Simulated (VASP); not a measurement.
# NbCd3Rh (Pm-3m) in VASP: further runs, part 2 of 2

VASP 6.6.1. The steps go on from the part before.

## Step 3: Single point, PBE

This run uses another cell than the first one, of 24.47 Å³/atom.

Input file INCAR:

```
SYSTEM = NbCd3Rh
PREC     = Accurate       ! precision mode
ENCUT    = 520            ! plane-wave cutoff, eV
EDIFF    = 1E-6           ! SCF threshold, eV
ISMEAR   = 0              ! smearing method
SIGMA    = 0.1            ! smearing width, eV
LREAL    = .False.        ! projectors in reciprocal space
LASPH    = .True.         ! aspherical terms in the spheres
NELM     = 60             ! most SCF steps
ALGO     = Normal         ! electronic algorithm
ISIF     = 2              ! what is computed and relaxed
LWAVE    = .False.        ! write WAVECAR
LCHARG   = .False.        ! write CHGCAR
GGA      = PE             ! functional
NBANDS   = 40             ! bands
```

Input file KPOINTS:

```
regular mesh
0
Gamma
  4 4 4
  0 0 0
```

Input file POSCAR:

```
NbCd3Rh
1.0
    4.9641026542      0.0000000000      0.0000000000
    0.0000000000      4.9641026542      0.0000000000
    0.0000000000      0.0000000000      4.9641026542
Nb Cd Rh
1 3 1
Direct
    0.0000000000      0.0000000000      0.0000000000
    0.0000000000      0.5000000000      0.5000000000
    0.5000000000      0.0000000000      0.5000000000
    0.5000000000      0.5000000000      0.0000000000
    0.5000000000      0.5000000000      0.5000000000
```

Potentials or basis: VASP PAW PBE potentials, release 64 (Nb_sv, Cd, Rh_pv).

The run is started by

```sh
$ cat potpaw_PBE.64/Nb_sv/POTCAR potpaw_PBE.64/Cd/POTCAR potpaw_PBE.64/Rh_pv/POTCAR > POTCAR
$ mpirun -np 1 vasp_std > vasp.out
```

OUTCAR:

```text
SYSTEM = NbCd3Rh
   PREC = Accurate
   ENCUT = 520
   EDIFF = 1E-6
   ISMEAR = 0
   LREAL = .False.
   LASPH = .True.
   NELM = 60
   ISIF = 2
   GGA = PE

 ion  position               nearest neighbor table
   1  0.000  0.000  0.000-
   2  0.000  0.500  0.500-   5 2.48   5 2.48   3 3.51   4 3.51   3 3.51   3 3.51   4 3.51   4 3.51
                             4 3.51   3 3.51
   3  0.500  0.000  0.500-   5 2.48   5 2.48   2 3.51   4 3.51   2 3.51   4 3.51   4 3.51   4 3.51
                             2 3.51   2 3.51
   4  0.500  0.500  0.000-   5 2.48   5 2.48   2 3.51   2 3.51   3 3.51   3 3.51   3 3.51   3 3.51
                             2 3.51   2 3.51
   5  0.500  0.500  0.500-   2 2.48   3 2.48   4 2.48   4 2.48   3 2.48   2 2.48

  LATTYP: Found a simple cubic cell.
 ALAT       =     4.9641026542

  Lattice vectors:

 A1 = (   4.9641026542,   0.0000000000,   0.0000000000)
 A2 = (   0.0000000000,   4.9641026542,   0.0000000000)
 A3 = (   0.0000000000,   0.0000000000,   4.9641026542)

Analysis of symmetry for initial positions (statically):
=====================================================================
 Subroutine PRICEL returns:
 Original cell was already a primitive cell.

 Routine SETGRP: Setting up the symmetry group for a
 simple cubic supercell.

 Subroutine GETGRP returns: Found 48 space group operations
 (whereof 48 operations were pure point group operations)
 out of a pool of 48 trial point group operations.

The static configuration has the point symmetry O_h .

Analysis of symmetry for dynamics (positions and initial velocities):
=====================================================================
 Subroutine PRICEL returns:
 Original cell was already a primitive cell.

 Routine SETGRP: Setting up the symmetry group for a
 simple cubic supercell.

 Subroutine GETGRP returns: Found 48 space group operations
[... 111 lines left out ...]
   IALGO  =     38    algorithm
   IMIX   =      4    mixing-type and parameters
     AMIX     =   0.40;   BMIX     =  1.00
     AMIX_MAG =   1.60;   BMIX_MAG =  1.00
  volume/ion in A,a.u.               =      24.47       165.10
  Fermi-wavevector in a.u.,A,eV,Ry     =   1.319150  2.492831 23.676257  1.740156
  Thomas-Fermi vector in A             =   2.449068
   LORBIT       =      0    0 simple, 1 ext, 2 COOP (PROOUT), +10 PAW based schemes
   GGA     = PE    functional components
   LHFCALC =     F    Hartree Fock is set to
   AEXX    =    0.0000 exact exchange contribution
   IVDW    =     0    specifies the selected vdW correction
   LEPSILON=     F    determine dielectric tensor
   LRPA    =     F    only Hartree local field effects (RPA)
 non-spin polarized calculation
 Gauss-broadening in eV      SIGMA  =   0.10
  energy-cutoff  :      520.00
  volume of cell :      122.33
 maximum number of plane-waves:      3328
 NGX is ok and might be reduce to    40
   NGX = 19   NGY = 19   NGZ = 19

 number of electron      64.0000031 magnetization

 Free energy of the ion-electron system (eV)
  ---------------------------------------------------
  ext. energy  EPLUGINS =         0.00000000
  ---------------------------------------------------
  free energy    TOTEN  =       -14.66688043 eV

  energy without entropy =      -14.62747641  energy(sigma->0) =      -14.64717842

 E-fermi :   3.3969     XC(G=0): -10.4130

 val. band max:        3.3798534331   @ k =   0.5000   0.2500   0.2500
 cond. band min:       3.4678660620   @ k =   0.0000   0.0000   0.0000
 fundamental gap:      0.0880126289
 Fermi energy:         3.3968584766

 k-point     1 :       0.0000    0.0000    0.0000
  band No.  band energies     occupation
      1     -52.3557      2.00000
      2     -41.8880      2.00000
      3     -41.8880      2.00000
      4     -41.8880      2.00000
      5     -28.3651      2.00000
      6     -28.3651      2.00000
[... 419 lines left out ...]
     39       5.0091      0.00000
     40       5.0091      0.00000

------------------------ aborting loop because EDIFF is reached ----------------------------------------

  FORCE on cell =-STRESS in cart. coord.  units (eV):
  Direction    XX          YY          ZZ          XY          YZ          ZX
  --------------------------------------------------------------------------------------
  -------------------------------------------------------------------------------------
  Total        0.6805044      0.6805044      0.6805044     -0.0000000      0.0000000     -0.0000000
  in kB        8.9129043      8.9129043      8.9129043     -0.0000000      0.0000000     -0.0000000
  external PRESSURE =       8.9129043 kB  Pullay stress =       0.0000000 kB

 VOLUME and BASIS-vectors are now :
 -----------------------------------------------------------------------------
  energy-cutoff  :      520.00
  volume of cell :      122.33
      direct lattice vectors                 reciprocal lattice vectors
     4.964102654  0.000000000  0.000000000     0.201446277  0.000000000  0.000000000
     0.000000000  4.964102654  0.000000000     0.000000000  0.201446277  0.000000000
     0.000000000  0.000000000  4.964102654     0.000000000  0.000000000  0.201446277

 POSITION                                       TOTAL-FORCE (eV/Angst)
 -----------------------------------------------------------------------------------
      0.00000      0.00000      0.00000         0.000000      0.000000      0.000000
      0.00000      2.48205      2.48205         0.000000      0.000000      0.000000
      2.48205      0.00000      2.48205         0.000000      0.000000      0.000000
      2.48205      2.48205      0.00000         0.000000      0.000000      0.000000
      2.48205      2.48205      2.48205         0.000000      0.000000      0.000000
 -----------------------------------------------------------------------------------
    total drift:                               -0.000000      0.000000     -0.000000

  FREE ENERGIE OF THE ION-ELECTRON SYSTEM (eV)
  ---------------------------------------------------
  free  energy   TOTEN  =       -14.6668804290 eV

  energy  without entropy=      -14.6274764100  energy(sigma->0) =      -14.64717842
```

Run time: 52 s. Hardware: 1 thread of Oxide Virtual Turin-like, shared host; peak memory 0.23 GiB.

What came out:

```yaml
Free_energy: -14.6669 eV
Pressure: 0.9 GPa
Band_gap_on_the_k_mesh: zero (bands 32 and 33 overlap by 0.61 eV)
```

## Step 4: Relaxation of cell and atoms, PBE

Input file INCAR:

```
PREC     = Accurate       # precision mode
ENCUT    = 600            # plane-wave cutoff, eV
EDIFF    = 1E-7           # SCF threshold, eV
ISMEAR   = 0              # smearing method
SIGMA    = 0.1            # smearing width, eV
LREAL    = False          # projectors in reciprocal space
LASPH    = True           # aspherical terms in the spheres
NELM     = 100            # most SCF steps
ALGO     = Normal         # electronic algorithm
ISIF     = 3              # what is computed and relaxed
LWAVE    = False          # write WAVECAR
LCHARG   = False          # write CHGCAR
GGA      = PE             # functional
IBRION   = 2              # ionic algorithm
NSW      = 90             # ionic steps
EDIFFG   = -0.04          # ionic threshold
```

Input file KPOINTS:

```
regular mesh
0
Gamma
  4 4 4
```

POSCAR, as its differences from that of step 3:

```diff
@@ -2,5 +2,5 @@
 1.0
-    4.9641026542      0.0000000000      0.0000000000
-    0.0000000000      4.9641026542      0.0000000000
-    0.0000000000      0.0000000000      4.9641026542
+    4.5636820491      0.0000000000      0.0000000000
+    0.0000000000      4.5636820491      0.0000000000
+    0.0000000000      0.0000000000      4.5636820491
 Nb Cd Rh
```

The run is started by

```sh
$ cat potpaw_PBE.64/Nb_sv/POTCAR potpaw_PBE.64/Cd/POTCAR potpaw_PBE.64/Rh_pv/POTCAR > POTCAR
$ mpirun -np 1 vasp_std > vasp.out
```

It took 4.3 min on 1 thread of Oxide Virtual Turin-like, shared host; peak memory 0.2 GiB.

The run converged. Its results:

```
Free energy                           : -14.6574 eV
Relaxed volume                        : 24.86 Å³/atom
Relaxed cell                          : a = 4.991 Å, b = 4.991 Å, c = 4.991 Å, α = 90.00°, β = 90.00°, γ = 90.00°
Space group after relaxing (to 0.1 Å) : Pm-3m (No. 221)
Energy gained by relaxing             : 490.8 meV/atom
Ionic steps                           : 4
Pressure after relaxing               : -0.2 GPa
Band gap on the k mesh                : zero (bands 32 and 33 overlap by 0.59 eV)
```

The path:
| step | energy change (eV) | largest force (eV/Å) | pressure (GPa) | volume (Å³) |
| --- | --- | --- | --- | --- |
| 1 | 0.0000 | 0.0000 | 35.73 | 95.05 |
| 2 | -0.7073 | 0.0000 | -9.90 | 166.11 |
| 3 | -2.4518 | 0.0000 | -0.66 | 125.10 |
| 4 | -2.4540 | 0.0000 | -0.24 | 124.32 |

Final structure:
```
Nb Cd Rh
1.0
     4.99091    0.00000    0.00000
     0.00000    4.99091    0.00000
     0.00000    0.00000    4.99091
Nb Cd Rh
1 3 1
Direct
  0.00000 0.00000 0.00000
  0.00000 0.50000 0.50000
  0.50000 0.00000 0.50000
  0.50000 0.50000 0.00000
  0.50000 0.50000 0.50000
```

Levels at points of the mesh, in eV from the Fermi level:
```tsv
k point	band 28	band 29	band 30	band 31	band 32	band 33	band 34	band 35	band 36	band 37
(0.00, 0.00, 0.00)	-0.80	0.08	0.08	0.09	0.09	0.09	0.37	0.37	0.37	2.55
(0.50, 0.00, 0.00)	-1.34	-0.78	-0.63	-0.63	-0.58	0.31	0.33	2.87	2.89	2.89
(0.50, 0.50, 0.00)	-1.81	-1.50	-1.50	-0.45	0.09	0.09	0.39	0.67	0.91	3.21
(0.50, 0.50, 0.50)	-2.45	-2.21	-1.98	-1.98	0.50	0.50	0.91	0.91	0.91	1.11
```

Caveat: the volume moved by over 15 % at a fixed basis, so the end points are rough.

## Step 5: Single point, PBE

This run uses another cell than the first one, of 24.58 Å³/atom.

Input file INCAR:

```
PREC = Accurate
ENCUT = 520
EDIFF = 1E-7
ISMEAR = 0
SIGMA = 0.1
LREAL = F
LASPH = T
NELM = 80
ALGO = Fast
ISIF = 2
LWAVE = F
LCHARG = F
GGA = PE
NBANDS = 40
```

Input file KPOINTS:

```
regular mesh
0
Gamma
  8 8 8
```

POSCAR, as its differences from that of step 4:

```diff
@@ -2,5 +2,5 @@
 1.0
-    4.5636820491      0.0000000000      0.0000000000
-    0.0000000000      4.5636820491      0.0000000000
-    0.0000000000      0.0000000000      4.5636820491
+    4.9715148057      0.0000000000      0.0000000000
+    0.0000000000      4.9715148057      0.0000000000
+    0.0000000000      0.0000000000      4.9715148057
 Nb Cd Rh
```

Potentials or basis: VASP PAW PBE potentials, release 64 (Nb_sv, Cd, Rh_pv).

The run is started by

```sh
$ cat potpaw_PBE.64/Nb_sv/POTCAR potpaw_PBE.64/Cd/POTCAR potpaw_PBE.64/Rh_pv/POTCAR > POTCAR
$ mpirun -np 1 vasp_std > vasp.out
```

OUTCAR:

```text
PREC = Accurate
   ENCUT = 520
   EDIFF = 1E-7
   ISMEAR = 0
   LREAL = F
   LASPH = T
   NELM = 80
   ISIF = 2
   GGA = PE

 ion  position               nearest neighbor table
   1  0.000  0.000  0.000-
   2  0.000  0.500  0.500-   5 2.49   5 2.49   3 3.52   4 3.52   3 3.52   3 3.52   4 3.52   4 3.52
                             4 3.52   3 3.52
   3  0.500  0.000  0.500-   5 2.49   5 2.49   2 3.52   4 3.52   2 3.52   4 3.52   4 3.52   4 3.52
                             2 3.52   2 3.52
   4  0.500  0.500  0.000-   5 2.49   5 2.49   2 3.52   2 3.52   3 3.52   3 3.52   3 3.52   3 3.52
                             2 3.52   2 3.52
   5  0.500  0.500  0.500-   2 2.49   3 2.49   4 2.49   4 2.49   3 2.49   2 2.49

  LATTYP: Found a simple cubic cell.
 ALAT       =     4.9715148057

  Lattice vectors:

 A1 = (   4.9715148057,   0.0000000000,   0.0000000000)
 A2 = (   0.0000000000,   4.9715148057,   0.0000000000)
 A3 = (   0.0000000000,   0.0000000000,   4.9715148057)

Analysis of symmetry for initial positions (statically):
[... 175 lines left out ...]
  ext. energy  EPLUGINS =         0.00000000
  ---------------------------------------------------
  free energy    TOTEN  =       -14.70909331 eV

  energy without entropy =      -14.66884840  energy(sigma->0) =      -14.68897086

 E-fermi :   3.3877     XC(G=0): -10.3906

 val. band max:        3.3857505592   @ k =   0.3750   0.2500   0.2500
 cond. band min:       3.3933240351   @ k =   0.2500   0.2500   0.1250
 fundamental gap:      0.0075734759
 Fermi energy:         3.3877457106

 k-point     1 :       0.0000    0.0000    0.0000
  band No.  band energies     occupation
      1     -52.4221      2.00000
      2     -41.9313      2.00000
      3     -41.9313      2.00000
      4     -41.9313      2.00000
      5     -28.4309      2.00000
      6     -28.4309      2.00000
[... 1021 lines left out ...]
     39       7.2410      0.00000
     40       8.1583      0.00000

 [... further k-points ...]
[... 5 lines left out ...]
  --------------------------------------------------------------------------------------
  -------------------------------------------------------------------------------------
  Total        0.4319162      0.4319162      0.4319162      0.0000000      0.0000000      0.0000000
  in kB        5.6317560      5.6317560      5.6317560      0.0000000      0.0000000      0.0000000
  external PRESSURE =       5.6317560 kB  Pullay stress =       0.0000000 kB

 VOLUME and BASIS-vectors are now :
 -----------------------------------------------------------------------------
  energy-cutoff  :      520.00
  volume of cell :      122.88
      direct lattice vectors                 reciprocal lattice vectors
     4.971514806  0.000000000  0.000000000     0.201145936  0.000000000  0.000000000
     0.000000000  4.971514806  0.000000000     0.000000000  0.201145936  0.000000000
     0.000000000  0.000000000  4.971514806     0.000000000  0.000000000  0.201145936

 POSITION                                       TOTAL-FORCE (eV/Angst)
 -----------------------------------------------------------------------------------
      0.00000      0.00000      0.00000         0.000000      0.000000      0.000000
      0.00000      2.48576      2.48576         0.000000      0.000000      0.000000
      2.48576      0.00000      2.48576         0.000000      0.000000      0.000000
      2.48576      2.48576      0.00000         0.000000      0.000000      0.000000
      2.48576      2.48576      2.48576         0.000000      0.000000      0.000000
 -----------------------------------------------------------------------------------
    total drift:                               -0.000000      0.000000     -0.000000

  FREE ENERGIE OF THE ION-ELECTRON SYSTEM (eV)
  ---------------------------------------------------
  free  energy   TOTEN  =       -14.7090933144 eV

  energy  without entropy=      -14.6688483960  energy(sigma->0) =      -14.68897086
```

Wall time 8.7 min (1 thread of Oxide Virtual Turin-like, shared host); peak memory 0.31 GiB.

What came out:

```yaml
Free_energy: -14.7091 eV
Pressure: 0.6 GPa
Band_gap_on_the_k_mesh: zero (bands 32 and 33 overlap by 0.60 eV)
```

## Step 6: Relaxation of cell and atoms, PBE

This run uses another cell than the first one, of 24.47 Å³/atom.

Input file INCAR:

```
PREC = Accurate ; ENCUT = 600
EDIFF = 1E-7 ; ISMEAR = 0
SIGMA = 0.1 ; LREAL = F
LASPH = T ; NELM = 80
ALGO = Fast ; ISIF = 3
LWAVE = F ; LCHARG = F
GGA = PE ; IBRION = 2
NSW = 100 ; EDIFFG = -0.01
```

Input file KPOINTS:

```
Automatic mesh
0
Gamma
  8 8 8
```

POSCAR, as its differences from that of step 5:

```diff
@@ -2,5 +2,5 @@
 1.0
-    4.9715148057      0.0000000000      0.0000000000
-    0.0000000000      4.9715148057      0.0000000000
-    0.0000000000      0.0000000000      4.9715148057
+    4.9641026542      0.0000000000      0.0000000000
+    0.0000000000      4.9641026542      0.0000000000
+    0.0000000000      0.0000000000      4.9641026542
 Nb Cd Rh
```

Potentials or basis: VASP PAW PBE potentials, release 64 (Nb_sv, Cd, Rh_pv).

The run is started by

```sh
$ cat potpaw_PBE.64/Nb_sv/POTCAR potpaw_PBE.64/Cd/POTCAR potpaw_PBE.64/Rh_pv/POTCAR > POTCAR
$ mpirun -np 1 vasp_std > vasp.out
```

Wall time 26 min (1 thread of Oxide Virtual Turin-like, shared host); peak memory 0.35 GiB.

It converged, with:

| Property | Result |
| --- | --- |
| Free energy | -14.7088 eV |
| Relaxed volume | 24.75 Å³/atom |
| Relaxed cell | a = 4.983 Å, b = 4.983 Å, c = 4.983 Å, α = 90.00°, β = 90.00°, γ = 90.00° |
| Space group after relaxing (to 0.1 Å) | Pm-3m (No. 221) |
| Energy gained by relaxing | 0.7 meV/atom |
| Ionic steps | 3 |
| Pressure after relaxing | 0.0 GPa |
| Band gap on the k mesh | zero (bands 32 and 33 overlap by 0.59 eV) |

Step by step:
```
step  energy change (eV)  largest force (eV/Å)  pressure (GPa)  volume (Å³)
   1              0.0000                0.0000            0.83       122.33
   2             -0.0023                0.0000           -0.47       124.57
   3             -0.0036                0.0000           -0.01       123.73
```

Final structure:
```xyz
5
Lattice="4.9830 0.0000 0.0000 0.0000 4.9830 0.0000 0.0000 0.0000 4.9830" Properties=species:S:1:pos:R:3 pbc="T T T"
Nb    0.0000    0.0000    0.0000
Cd    0.0000    2.4915    2.4915
Cd    2.4915    0.0000    2.4915
Cd    2.4915    2.4915    0.0000
Rh    2.4915    2.4915    2.4915
```

Levels at points of the mesh, in eV from the Fermi level:
```csv
k point,band 30,band 31,band 32,band 33,band 34,band 35
"(0.00, 0.00, 0.00)",0.05,0.06,0.06,0.06,0.33,0.33
"(0.50, 0.00, 0.00)",-0.67,-0.67,-0.62,0.26,0.28,2.87
"(0.50, 0.50, 0.00)",-1.54,-0.49,0.05,0.05,0.35,0.64
"(0.50, 0.50, 0.50)",-2.02,-2.02,0.46,0.46,0.88,0.88
```

## Step 7: Summary

| task | cell | k mesh | cutoff (eV) | gap on the mesh (eV) | pressure (GPa) | relaxed volume (Å³/atom) |
| --- | --- | --- | --- | --- | --- | --- |
| single point | a = 4.564 Å, 5 atoms | 4 × 4 × 4 | 520 | none | 35.8 | - |
| single point | a = 4.964 Å, 5 atoms | 4 × 4 × 4 | 520 | none | 0.9 | - |
| relaxation of cell and atoms | relaxed from a = 4.564 Å, 5 atoms | 4 × 4 × 4 | 600 | none | -0.2 | 24.86 |
| single point | a = 4.972 Å, 5 atoms | 8 × 8 × 8 | 520 | none | 0.6 | - |
| relaxation of cell and atoms | relaxed from a = 4.964 Å, 5 atoms | 8 × 8 × 8 | 600 | none | 0.0 | 24.75 |

Alike in all rows: level PBE; potentials or basis VASP PAW PBE potentials, release 64 (Nb_sv, Cd, Rh_pv); no spin polarisation; smearing gaussian 0.1 eV.

Caveats: the cell stands under pressure (at least some runs); the volume moved by over 15 % at a fixed basis, so the end points are rough (at least some runs).

Total energies depend on the potentials used, so only differences within one code and one set of settings carry meaning.

The gap in the log of VASP goes by the Fermi energy; the results here count the filled bands.